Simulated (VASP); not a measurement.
Crystal: MgZn5S6.

```
Mg Zn S
1.0
     0.07294    0.08267    6.42054
     6.80616   -0.01636    0.07729
    -3.41725    5.93054    0.03722
Mg Zn S
1 5 6
Cartesian
  6.6947 -0.0638 3.2285
  1.2251 1.7516 0.1435
  -2.2332 4.0386 0.0471
  1.3786 5.9525 0.3696
  3.2287 2.1216 3.2384
  -0.1855 4.0877 3.1980
  1.1319 2.2038 2.4215
  4.5537 3.6527 2.4312
  1.2405 5.9542 2.2886
  3.6605 1.9565 5.7974
  0.1803 3.7948 5.8265
  -0.1545 0.4740 5.7897
```

```yaml
Program: VASP 6.6.1
Task: relaxation of cell and atoms
Functional: PBE
Potentials_or_basis: VASP PAW PBE potentials, release 64 (Mg, Zn, S)
Cutoff: 600 eV
k_mesh: 2 × 3 × 3
Occupations: gaussian, width 0.1 eV
Spin: no spin polarisation
```

At the start: pressure 2.8 GPa; volume 21.56 Å³/atom.

Question: Where does the relaxation end?

Answer: Over 25 steps the energy falls by 341.5 meV/atom and the volume is 20.69 Å³/atom (-4.0 %); space group P1 (No. 1, to 0.1 Å) before, P31m (No. 157, to 0.1 Å).

The path:
| step | energy change (eV) | largest force (eV/Å) | pressure (GPa) | volume (Å³) |
| --- | --- | --- | --- | --- |
| 1 | 0.0000 | 7.1052 | 2.75 | 258.72 |
| 2 | -2.7487 | 1.7491 | -4.66 | 272.58 |
| 3 | -2.7556 | 1.7072 | -4.75 | 273.03 |
| 4 | -3.6447 | 1.1773 | -0.26 | 249.30 |
| 5 | -3.6854 | 1.0821 | 1.34 | 243.58 |
| 6 | -3.8992 | 0.6430 | 0.61 | 245.72 |
| 7 | -3.9483 | 0.5558 | 0.26 | 247.31 |
| 8 | -4.0183 | 0.3600 | -0.31 | 249.29 |
| 9 | -4.0293 | 0.2678 | -0.60 | 250.46 |
| 10 | -4.0620 | 0.1812 | 0.18 | 247.52 |
| 11 | -4.0651 | 0.1945 | 0.46 | 246.44 |
| 12 | -4.0795 | 0.1458 | -0.08 | 248.30 |
| 13 | -4.0802 | 0.1509 | -0.16 | 248.75 |
| 14 | -4.0866 | 0.1013 | -0.03 | 248.29 |
| 15 | -4.0879 | 0.1271 | 0.04 | 248.00 |
| 16 | -4.0919 | 0.0617 | 0.02 | 248.05 |
| 17 | -4.0929 | 0.0787 | 0.02 | 248.09 |
| 18 | -4.0930 | 0.0821 | 0.01 | 248.10 |
| 19 | -4.0948 | 0.0415 | -0.02 | 248.23 |
| 20 | -4.0951 | 0.0554 | -0.03 | 248.29 |
| 21 | -4.0963 | 0.0402 | 0.05 | 248.01 |
| 22 | -4.0965 | 0.0426 | 0.08 | 247.90 |
| 23 | -4.0972 | 0.0350 | -0.03 | 248.31 |
| 24 | -4.0974 | 0.0412 | -0.12 | 248.57 |
| 25 | -4.0978 | 0.0242 | -0.02 | 248.26 |

Final structure:
```
Mg Zn S
1.0
    -0.00011   -0.00055    6.34558
     6.72190    0.00353   -0.00079
    -3.35977    5.81846    0.00156
Mg Zn S
1 5 6
Direct
  0.50425 0.99917 0.99984
  0.00470 0.33764 0.33703
  0.00598 0.00083 0.66332
  0.00495 0.66329 0.99966
  0.50444 0.66595 0.33276
  0.50478 0.33323 0.66714
  0.37723 0.34328 0.34385
  0.37794 0.99953 0.65589
  0.37723 0.65564 0.00002
  0.87794 0.66728 0.33357
  0.87786 0.33393 0.66718
  0.89269 0.00023 0.99976
```

Caveat: the k points lie up to 0.50 Å⁻¹ apart in the final cell.
